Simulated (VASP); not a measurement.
Crystal: Ga5N.

```xyz
6
Lattice="3.0369 0.0000 0.0000 -1.5184 2.6300 0.0000 0.0000 0.0000 12.2778" Properties=species:S:1:pos:R:3 pbc="T T T"
Ga    0.0000    0.0000   10.9754
Ga    1.5184    0.8767    8.4699
Ga    0.0000    0.0000    6.1389
Ga    1.5184    0.8767    3.8079
Ga    0.0000    0.0000    1.3024
N     1.5184    0.8767    0.0000
```

```yaml
Program: VASP 6.6.1
Task: relaxation of cell and atoms
Functional: PBE
Potentials_or_basis: VASP PAW PBE potentials, release 64 (Ga_d, N)
Cutoff: 600 eV
k_mesh: 6 × 6 × 2
Occupations: gaussian, width 0.1 eV
Spin: no spin polarisation
```

At the start: pressure 0.4 GPa; volume 16.34 Å³/atom.

Question: Where does the relaxation end?

Answer: Over 6 steps the energy falls by 3.2 meV/atom and the volume is 16.30 Å³/atom (-0.3 %); space group P-6m2 (No. 187, to 0.05 Å).

Step by step:
| step | energy change (eV) | largest force (eV/Å) | pressure (GPa) | volume (Å³) |
| --- | --- | --- | --- | --- |
| 1 | 0.0000 | 0.2551 | 0.35 | 98.06 |
| 2 | -0.0062 | 0.1974 | -0.29 | 98.57 |
| 3 | -0.0064 | 0.1884 | -0.45 | 98.66 |
| 4 | -0.0118 | 0.1459 | -0.07 | 98.49 |
| 5 | -0.0168 | 0.0880 | 0.18 | 98.25 |
| 6 | -0.0194 | 0.0225 | 0.25 | 97.79 |

Final structure:
```xyz
6
Lattice="3.0298 0.0000 0.0000 -1.5149 2.6239 0.0000 0.0000 0.0000 12.3009" Properties=species:S:1:pos:R:3 pbc="T T T"
Ga   -1.5149    2.6239   10.9950
Ga    1.5149    0.8746    8.5673
Ga    1.5149    2.6239    6.1505
Ga    1.5149    0.8746    3.7336
Ga    0.0000    0.0000    1.3059
N     1.5149    0.8746    0.0000
```

Caveat: the k points lie up to 0.40 Å⁻¹ apart in the final cell.
